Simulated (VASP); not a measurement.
# Ga2Sb2CO in VASP: a series of runs

Ga2Sb2CO is run at these levels: PBE+D3(BJ); tasks: single point.

Everything below comes from runs of VASP 6.6.1. Logs are shortened: lines on timing, memory, paths and dates and some standing lists are left out, and cuts for length are marked.

## (1) The cell of the first run

The cell holds a slab with vacuum, 6 atoms: a = 4.334 Å, b = 4.334 Å, c = 23.320 Å, α = 90.00°, β = 90.00°, γ = 120.00°.

## (2) Single point, PBE+D3(BJ)

Input file INCAR:

```
SYSTEM = Ga2Sb2CO
PREC     = Accurate       ! precision mode
ENCUT    = 520            ! plane-wave cutoff, eV
EDIFF    = 1E-6           ! SCF threshold, eV
ISMEAR   = 0              ! smearing method
SIGMA    = 0.1            ! smearing width, eV
LREAL    = .FALSE.        ! projectors in reciprocal space
LASPH    = .TRUE.         ! aspherical terms in the spheres
NELM     = 100            ! most SCF steps
ALGO     = Normal         ! electronic algorithm
ISIF     = 2              ! what is computed and relaxed
LWAVE    = .FALSE.        ! write WAVECAR
LCHARG   = .TRUE.         ! write CHGCAR
LDIPOL   = .TRUE.       
IDIPOL   = 3            
DIPOL    = 0.5 0.5 0.361
GGA      = PE             ! functional
IVDW     = 12             ! dispersion correction
LELF     = .TRUE.         ! ELF
LVHAR    = .TRUE.       
LVACPOTAV= .TRUE.       
NBANDS   = 32             ! bands
```

Input file KPOINTS:

```
regular mesh
0
G
  6 6 1
  0 0 0
```

Input file POSCAR:

```
Ga2Sb2CO
1.0
    4.3343814621      0.0000000000      0.0000000000
   -2.1671907311      3.7536844559      0.0000000000
    0.0000000000      0.0000000000     23.3197422777
Sb Ga O C
2 2 1 1
Direct
    0.0000000000      0.0000000000      0.1715284823
    0.3333333333      0.6666666667      0.3301590654
    0.3333333333      0.6666666667      0.2094685204
    0.6666666667      0.3333333333      0.3632005095
    0.7777777778      0.5555555556      0.5218643557
    0.7777777778      0.5555555556      0.5711787943
```

Potentials or basis: VASP PAW PBE potentials, release 64 (Sb, Ga_d, O, C).

On the command line:

```bash
> cat potpaw_PBE.64/Sb/POTCAR potpaw_PBE.64/Ga_d/POTCAR potpaw_PBE.64/O/POTCAR potpaw_PBE.64/C/POTCAR > POTCAR
> mpirun -np 1 vasp_std > vasp.out
```

OUTCAR:

```text
SYSTEM = Ga2Sb2CO
   PREC = Accurate
   ENCUT = 520
   EDIFF = 1E-6
   ISMEAR = 0
   LREAL = .FALSE.
   LASPH = .TRUE.
   NELM = 100
   ISIF = 2
   GGA = PE
   IVDW = 12
 IVDW          = 12

 ion  position               nearest neighbor table
   1  0.000  0.000  0.172-   3 2.65   3 2.65   3 2.65
   2  0.333  0.667  0.330-   4 2.62   4 2.62   4 2.62   3 2.81
   3  0.333  0.667  0.209-   1 2.65   1 2.65   1 2.65   2 2.81
   4  0.667  0.333  0.363-   2 2.62   2 2.62   2 2.62
   5  0.778  0.556  0.522-   6 1.15
   6  0.778  0.556  0.571-   5 1.15

  LATTYP: Found a hexagonal cell.
 ALAT       =     4.3343814621
 C/A-ratio  =     5.3801776520

  Lattice vectors:

 A1 = (   4.3343814621,   0.0000000000,   0.0000000000)
 A2 = (  -2.1671907311,   3.7536844559,   0.0000000000)
 A3 = (   0.0000000000,   0.0000000000,  23.3197422777)

Analysis of symmetry for initial positions (statically):
=====================================================================
 Subroutine PRICEL returns:
 Original cell was already a primitive cell.

 Routine SETGRP: Setting up the symmetry group for a
 hexagonal supercell.

 Subroutine GETGRP returns: Found  2 space group operations
 (whereof  2 operations were pure point group operations)
 out of a pool of 24 trial point group operations.

The static configuration has the point symmetry C_1h.

Analysis of symmetry for dynamics (positions and initial velocities):
=====================================================================
 Subroutine PRICEL returns:
 Original cell was already a primitive cell.

 Routine SETGRP: Setting up the symmetry group for a
 hexagonal supercell.

 Subroutine GETGRP returns: Found  2 space group operations
 (whereof  2 operations were pure point group operations)
 out of a pool of 24 trial point group operations.

The dynamic configuration has the point symmetry C_1h.

 Subroutine INISYM returns: Found  2 space group operations
 (whereof  2 operations are pure point group operations),
 and found     1 'primitive' translations

----------------------------------------------------------------------------------------

                                     Primitive cell

  volume of cell :     379.4099

  direct lattice vectors                    reciprocal lattice vectors
     4.334381462  0.000000000  0.000000000     0.230713427  0.133202459  0.000000000
    -2.167190731  3.753684456  0.000000000     0.000000000  0.266404918  0.000000000
     0.000000000  0.000000000 23.319742278     0.000000000  0.000000000  0.042882121

  length of vectors
     4.334381462  4.334381462 23.319742278     0.266404918  0.266404918  0.042882121

  position of ions in fractional coordinates (direct lattice)
     0.000000000  0.000000000  0.171528482
     0.333333333  0.666666667  0.330159065
     0.333333333  0.666666667  0.209468520
     0.666666667  0.333333333  0.363200509
     0.777777778  0.555555556  0.521864356
     0.777777778  0.555555556  0.571178794

  ion indices of the primitive-cell ions
   primitive index   ion index
                 1           1
                 2           2
                 3           3
                 4           4
                 5           5
                 6           6

----------------------------------------------------------------------------------------

 KPOINTS: regular mesh

Automatic generation of k-mesh.
 Grid dimensions read from file:
 generate k-points for:    6    6    1

 Generating k-lattice:

  Cartesian coordinates                     Fractional coordinates (reciprocal lattice)
     0.038452238  0.022200410  0.000000000     0.166666667  0.000000000  0.000000000
     0.000000000  0.044400820  0.000000000     0.000000000  0.166666667  0.000000000
     0.000000000  0.000000000  0.042882121     0.000000000  0.000000000  1.000000000

  Length of vectors
     0.044400820  0.044400820  0.042882121

  Shift w.r.t. Gamma in fractional coordinates (k-lattice)
     0.000000000  0.000000000  0.000000000

 Subroutine IBZKPT returns following result:
 ===========================================

 Found     13 irreducible k-points:

 Following reciprocal coordinates:
            Coordinates               Weight
  0.000000  0.000000  0.000000      1.000000
  0.166667  0.000000  0.000000      4.000000
  0.000000  0.166667  0.000000      2.000000
  0.333333  0.000000  0.000000      4.000000
  0.000000  0.333333  0.000000      2.000000
  0.500000  0.000000  0.000000      2.000000
  0.000000  0.500000  0.000000      1.000000
  0.166667  0.166667  0.000000      4.000000
 -0.333333  0.166667  0.000000      2.000000
  0.333333  0.166667  0.000000      4.000000
 -0.166667  0.500000  0.000000      4.000000
  0.500000  0.333333  0.000000      4.000000
  0.333333  0.333333  0.000000      2.000000
   k-points           NKPTS =     13   k-points in BZ     NKDIM =     13   number of bands    NBANDS=     32
   number of dos      NEDOS =    301   number of ions     NIONS =      6
   total plane-waves  NPLWV = 184320
   dimension x,y,z NGX =    32 NGY =   32 NGZ =  180
   dimension x,y,z NGXF=    64 NGYF=   64 NGZF=  360
   ions per type =               2   2   1   1
   NGX,Y,Z   is equivalent  to a cutoff of  12.27, 12.27, 12.83 a.u.
   NGXF,Y,Z  is equivalent  to a cutoff of  24.55, 24.55, 25.66 a.u.
 SYSTEM =  Ga2Sb2CO
   PREC   = accura    normal or accurate (medium, high low for compatibility)
   ISTART =      0    job   : 0-new  1-cont  2-samecut
   ICHARG =      2    charge: 1-file 2-atom 10-const
   ISPIN  =      1    spin polarized calculation?
   LNONCOLLINEAR =      F non collinear calculations
   LSORBIT =      F    spin-orbit coupling
   LASPH  =      T    aspherical Exc in radial PAW
   ENCUT  =  520.0 eV  38.22 Ry    6.18 a.u.   8.06  8.06 43.36*2*pi/ulx,y,z
   NELM   =    100;   NELMIN=  2; NELMDL= -5     # of ELM steps
   EDIFF  = 0.1E-05   stopping-criterion for ELM
   LREAL  =      F    real-space projection
   EDIFFG = 0.1E-04   stopping-criterion for IOM
   NSW    =      0    number of steps for IOM
   IBRION =     -1    ionic relax: 0-MD 1-quasi-New 2-CG
   NFREE  =      0    steps in history (QN), initial steepest desc. (CG)
   ISIF   =      2    stress and relaxation
   ISYM   =      2    0-nonsym 1-usesym 2-fastsym
   POTIM  = 0.5000    time-step for ionic-motion
   TEBEG  =    0.0;   TEEND  =   0.0 temperature during run
   PSTRESS=    0.0 pullay stress
   NELECT =      46.0000    total number of electrons
   NUPDOWN=      -1.0000    fix difference up-down
   EMIN   =  10.00;   EMAX   =-10.00  energy-range for DOS
   EFERMI =   0.00;   METHOD = LEGACY
   ISMEAR =     0;   SIGMA  =   0.10  broadening in eV -4-tet -1-fermi 0-gaus
   EFERMI_NEDOS =   21; number of points for ismear=-14 and -15
   IALGO  =     38    algorithm
   IMIX   =      4    mixing-type and parameters
     AMIX     =   0.40;   BMIX     =  1.00
     AMIX_MAG =   1.60;   BMIX_MAG =  1.00
  volume/ion in A,a.u.               =      63.23       426.73
  Fermi-wavevector in a.u.,A,eV,Ry     =   0.810260  1.531170  8.932521  0.656522
  Thomas-Fermi vector in A             =   1.919403
   LORBIT       =      0    0 simple, 1 ext, 2 COOP (PROOUT), +10 PAW based schemes
   GGA     = PE    functional components
   LHFCALC =     F    Hartree Fock is set to
   AEXX    =    0.0000 exact exchange contribution
   IVDW    =    12    specifies the selected vdW correction
   LEPSILON=     F    determine dielectric tensor
   LRPA    =     F    only Hartree local field effects (RPA)
 non-spin polarized calculation
 Gauss-broadening in eV      SIGMA  =   0.10
  energy-cutoff  :      520.00
  volume of cell :      379.41
 maximum number of plane-waves:     10242
   NGX = 17   NGY = 17   NGZ = 87

 dipolmoment           0.000000      0.000000      0.000059 electrons x Angstroem

 number of electron      46.0000009 magnetization

 dipolmoment           0.000000      0.000000     -0.105014 electrons x Angstroem

 Free energy of the ion-electron system (eV)
  ---------------------------------------------------
  ext. energy  EPLUGINS =         0.00000000
  ---------------------------------------------------
  free energy    TOTEN  =       -28.26607604 eV

  energy without entropy =      -28.25963402  energy(sigma->0) =      -28.26285503

 E-fermi :  -0.8839     XC(G=0):  -4.2269

 val. band max:       -0.9066828782   @ k =   0.0000   0.0000   0.0000
 cond. band min:      -0.8537823722   @ k =   0.3333   0.3333   0.0000
 fundamental gap:      0.0529005060
 Fermi energy:        -0.8839256155

 k-point     1 :       0.0000    0.0000    0.0000
  band No.  band energies     occupation
      1     -26.8566      2.00000
      2     -16.4606      2.00000
      3     -16.4141      2.00000
      4     -16.4138      2.00000
      5     -16.3525      2.00000
      6     -16.3522      2.00000
[... 24 lines left out ...]
     31       2.4048      0.00000
     32       2.6631      0.00000

 k-point     2 :       0.1667    0.0000    0.0000
  band No.  band energies     occupation
      1     -26.8549      2.00000
      2     -16.4568      2.00000
      3     -16.4182      2.00000
      4     -16.4141      2.00000
      5     -16.3548      2.00000
      6     -16.3482      2.00000
[... 24 lines left out ...]
     31       2.9200      0.00000
     32       2.9475      0.00000
[... 348 lines left out ...]
     31       3.7541      0.00000
     32       4.1310      0.00000

 k-point    13 :       0.3333    0.3333    0.0000
  band No.  band energies     occupation
      1     -26.8488      2.00000
      2     -16.4404      2.00000
      3     -16.4338      2.00000
      4     -16.4171      2.00000
      5     -16.3604      2.00000
      6     -16.3365      2.00000
[... 24 lines left out ...]
     31       4.3574      0.00000
     32       4.6144      0.00000

------------------------ aborting loop because EDIFF is reached ----------------------------------------

 Edisp (eV)   -0.97251

 E8    (eV) :    -0.4547

  FORCE on cell =-STRESS in cart. coord.  units (eV):
  Direction    XX          YY          ZZ          XY          YZ          ZX
  --------------------------------------------------------------------------------------
  -------------------------------------------------------------------------------------
  Total      -0.02973    -0.02666    -1.18042     0.00000     0.00661    -0.00000
  in kB      -0.12556    -0.11258    -4.98470     0.00000     0.02791    -0.00000
  external pressure =       -1.74 kB  Pullay stress =        0.00 kB

 VOLUME and BASIS-vectors are now :
 -----------------------------------------------------------------------------
  energy-cutoff  :      520.00
  volume of cell :      379.41
      direct lattice vectors                 reciprocal lattice vectors
     4.334381462  0.000000000  0.000000000     0.230713427  0.133202459  0.000000000
    -2.167190731  3.753684456  0.000000000     0.000000000  0.266404918  0.000000000
     0.000000000  0.000000000 23.319742278     0.000000000  0.000000000  0.042882121

 POSITION                                       TOTAL-FORCE (eV/Angst)
 -----------------------------------------------------------------------------------
      0.00000      0.00000      4.00000        -0.000000      0.000596      0.174354
     -0.00000      2.50246      7.69922         0.000000     -0.002203     -0.008945
     -0.00000      2.50246      4.88475         0.000000     -0.000107     -0.154049
      2.16719      1.25123      8.46974         0.000000     -0.001291      0.008574
      2.16719      2.08538     12.16974        -0.000000      0.005470      0.696450
      2.16719      2.08538     13.31974         0.000000     -0.002465     -0.716383
 -----------------------------------------------------------------------------------
    total drift:                               -0.000002      0.000495      0.001361

  FREE ENERGIE OF THE ION-ELECTRON SYSTEM (eV)
  ---------------------------------------------------
  free  energy   TOTEN  =       -29.2385817112 eV

  energy  without entropy=      -29.2321396873  energy(sigma->0) =      -29.23536070

 vacuum level on the upper side and lower side of the slab         2.814         3.984
```

Wall time 1.9 min (1 thread of Intel Xeon 6975P-C (Granite Rapids), shared host); peak memory 0.56 GiB.

What came out:

- Free energy: -29.2386 eV
- Largest force: 0.716 eV/Å
- Band gap on the k mesh: 0.05 eV, indirect (least direct gap 0.13 eV)
- Dispersion energy per atom: -0.162 eV

Forces on the atoms (eV/Å):
```
Sb   0.000  0.001  0.174
Sb   0.000 -0.002 -0.009
Ga   0.000  0.000 -0.154
Ga   0.000 -0.001  0.009
O    0.000  0.005  0.696
C    0.000 -0.002 -0.716
```

Caveat: spin-orbit coupling is left out, which moves the levels of the heavy elements.

## (3) Single point, PBE+D3(BJ)

Input file INCAR:

```
SYSTEM = Ga2Sb2CO
  ALGO = Normal
  DIPOL = 0.5 0.5 0.361
  EDIFF = 1E-6
  ENCUT = 520
  GGA = PE
  IDIPOL = 3
  ISIF = 2
  ISMEAR = 0
  IVDW = 12
  LASPH = .TRUE.
  LCHARG = .FALSE.
  LDIPOL = .TRUE.
  LREAL = .FALSE.
  LWAVE = .FALSE.
  NBANDS = 32
  NELM = 80
  PREC = Accurate
  SIGMA = 0.1
```

Input file KPOINTS:

```
k-points
0
G
  6 6 1
  0 0 0
```

POSCAR: that of step 2 with these lines changed.

```diff
@@ -12,3 +12,3 @@
     0.6666666667      0.3333333333      0.3632005095
-    0.7777777778      0.5555555556      0.5218643557
-    0.7777777778      0.5555555556      0.5711787943
+    0.8888888889      0.4444444444      0.5218643557
+    0.8888888889      0.4444444444      0.5711787943
```

Potentials or basis: VASP PAW PBE potentials, release 64 (Sb, Ga_d, O, C).

On the command line:

```bash
> cat potpaw_PBE.64/Sb/POTCAR potpaw_PBE.64/Ga_d/POTCAR potpaw_PBE.64/O/POTCAR potpaw_PBE.64/C/POTCAR > POTCAR
> mpirun -np 1 vasp_std > vasp.out
```

Run time: 1.9 min. Hardware: 1 thread of Intel Xeon 6975P-C (Granite Rapids), shared host; peak memory 0.57 GiB.

The run converged. Its results:

```
Free energy                : -29.2379 eV
Largest force              : 0.717 eV/Å
Band gap on the k mesh     : 0.05 eV, indirect (least direct gap 0.13 eV)
Dispersion energy per atom : -0.162 eV
```

Forces in eV/Å, atoms in the order of the input:
```
Sb   0.002  0.001  0.174
Sb  -0.002 -0.001 -0.011
Ga   0.000  0.000 -0.153
Ga   0.000  0.000  0.008
O    0.002  0.001  0.699
C   -0.001 -0.001 -0.717
```

Levels at points of the mesh, in eV from the valence-band top:
| k point | band 20 | band 21 | band 22 | band 23 | band 24 | band 25 | band 26 | band 27 |
| --- | --- | --- | --- | --- | --- | --- | --- | --- |
| (0.00, 0.00, 0.00) | -1.14 | -1.14 | 0.00 | 0.00 | 0.13 | 0.88 | 1.37 | 1.37 |
| (0.50, 0.00, 0.00) | -2.54 | -2.48 | -1.30 | -1.20 | 0.40 | 0.60 | 1.16 | 1.23 |
| (0.00, 0.50, 0.00) | -2.54 | -2.48 | -1.30 | -1.19 | 0.40 | 0.60 | 1.16 | 1.24 |

Caveat: spin-orbit coupling is left out, which moves the levels of the heavy elements.
